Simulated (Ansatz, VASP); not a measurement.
One calculation of TiS2, two programs

The input POSCAR:

```
TiS2
1.0
    3.3764955207      0.0000000000      0.0000000000
   -1.6882477604      2.9241308967      0.0000000000
    0.0000000000      0.0000000000      5.7690362124
Ti S
1 2
Direct
    0.0000000000      0.0000000000      0.0000000000
    0.3333333333      0.6666666667      0.2460178199
    0.6666666667      0.3333333333      0.7539821801
```

The input INCAR.step1:

```
SYSTEM = TiS2
  PREC = Accurate
  ENCUT = 550
  ISMEAR = -1
  SIGMA = 0.02
  LREAL = .FALSE.
  LASPH = .TRUE.
  NELM = 120
  NBANDS = 19
  GGA = PE
  ALGO = Normal
  EDIFF = 1E-5
  LWAVE = .TRUE.
  LCHARG = .FALSE.
  GGA_COMPAT = .FALSE.
```

The input INCAR.step2:

```
SYSTEM = TiS2
  PREC = Accurate
  ENCUT = 550
  EDIFF = 1E-6
  ISMEAR = -1
  SIGMA = 0.02
  LREAL = .FALSE.
  LASPH = .TRUE.
  NELM = 120
  ALGO = Normal
  ISIF = 2
  LWAVE = .FALSE.
  LCHARG = .FALSE.
  METAGGA = R2SCAN
  LMIXTAU = .TRUE.
  NBANDS = 19
  ISTART = 1
  GGA_COMPAT = .FALSE.
```

Contents of KPOINTS:

```
regular mesh
0
G
  12 12 4
  0 0 0
```

Input for Ansatz:

```yaml
crystal:
  lattice:
    - [3.3764955207, 0.0, 0.0]
    - [-1.6882477604, 2.9241308967, 0.0]
    - [0.0, 0.0, 5.7690362124]
  atoms:
    - { symbol: Ti, position: [0.0, 0.0, 0.0] }
    - { symbol: S, position: [0.3333333333, 0.6666666667, 0.2460178199] }
    - { symbol: S, position: [0.6666666667, 0.3333333333, 0.7539821801] }
kpoints:
  mp_grid: { grid: [12, 12, 4] }
  band_path:
    path:
      - [0.0, 0.0, 0.0]
      - [0.5, 0.0, 0.0]
      - [0.3333333333, 0.3333333333, 0.0]
      - [0.0, 0.0, 0.5]
      - [0.5, 0.0, 0.5]
      - [0.3333333333, 0.3333333333, 0.5]
    npoints: 1
hamiltonian:
  xc: r2scan
scf:
  occupations: { method: fermi_dirac, width: 0.02 }
  n_extra_bands: 4
output:
  forces: true
  stress: true
  eigenvalues: true
```

Change from the starting cell: epitaxial_xy strain -1.0%.

Alike in both runs: task single point; functional r2SCAN; k mesh 12 × 12 × 4; occupations fermi-dirac, width 0.02 eV; no spin polarisation.

|  | VASP | Ansatz |
| --- | --- | --- |
| version | VASP 6.6.1 | Ansatz 0.2.0 |
| potentials or method | VASP PAW PBE potentials, release 64 (Ti_sv, S) | plane waves, PAW |
| plane-wave cutoff (eV) | 550 | 500 |
| valence electrons in the cell | 24 | 24 |

VASP gave:

| Item | Value |
| --- | --- |
| pressure (GPa) | 2.3 |
| traceless stress, the component that is largest in VASP (GPa) | -1.28 |
| rms of the force components (eV/Å) | 0.015 |

Question: Estimate Ansatz's values.

Answer: Pressure (GPa): 2.2; traceless stress, the component that is largest in VASP (GPa): -1.23; rms of the force components (eV/Å): 0.021.

VASP's potentials were made for PBE, not for r2SCAN. Atom by atom the forces differ by 0.006 eV/Å (rms over components). The functional is the same, so the differences come from potentials, cutoffs and numerics.
